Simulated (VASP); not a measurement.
Write the native input for VASP 6.6.1 that does the following.

```
Task                   : single point
Functional             : LDA
Potentials or basis    : VASP PAW PBE potentials, release 64 (Lu, Hg)
Cutoff                 : 520 eV
k mesh                 : 8 × 8 × 8
Occupations            : fermi-dirac, width 0.1 eV
Spin                   : no spin polarisation
Dipole correction      : no
Further INCAR settings : ALGO = Normal; EDIFF = 1e-06; NBANDS = 26
```

The structure of LuHg lies in POSCAR:

```
LuHg
1.0
    3.7458652451      0.0000000000      0.0000000000
    0.0000000000      3.7458652451      0.0000000000
    0.0000000000      0.0000000000      3.7458652451
Lu Hg
1 1
Direct
    0.5000000000      0.5000000000      0.5000000000
    0.0000000000      0.0000000000      0.0000000000
```

One way to write it, as run:

INCAR

```
SYSTEM = LuHg
  PREC = Accurate
  ENCUT = 520
  EDIFF = 1E-6
  ISMEAR = -1
  SIGMA = 0.1
  LREAL = .False.
  LASPH = .True.
  NELM = 60
  ALGO = Normal
  ISIF = 2
  LWAVE = .False.
  LCHARG = .False.
  GGA = CA
  NBANDS = 26
```

KPOINTS

```
regular mesh
0
Gamma
  8 8 8
  0 0 0
```

Potentials or basis: VASP PAW PBE potentials, release 64 (Lu, Hg).

Run with:

```bash
$ cat potpaw_PBE.64/Lu/POTCAR potpaw_PBE.64/Hg/POTCAR > POTCAR
$ mpirun -np 1 vasp_std > vasp.out
```

It gave:

- Pressure: -9.7 GPa

Caveat: the PAW data sets were made with another functional, which shifts forces and pressure a little.

Wall time 16 s on 1 thread of AMD EPYC 9R45 96-Core Processor (Zen 5), with other jobs on the host, peak memory 0.15 GiB.
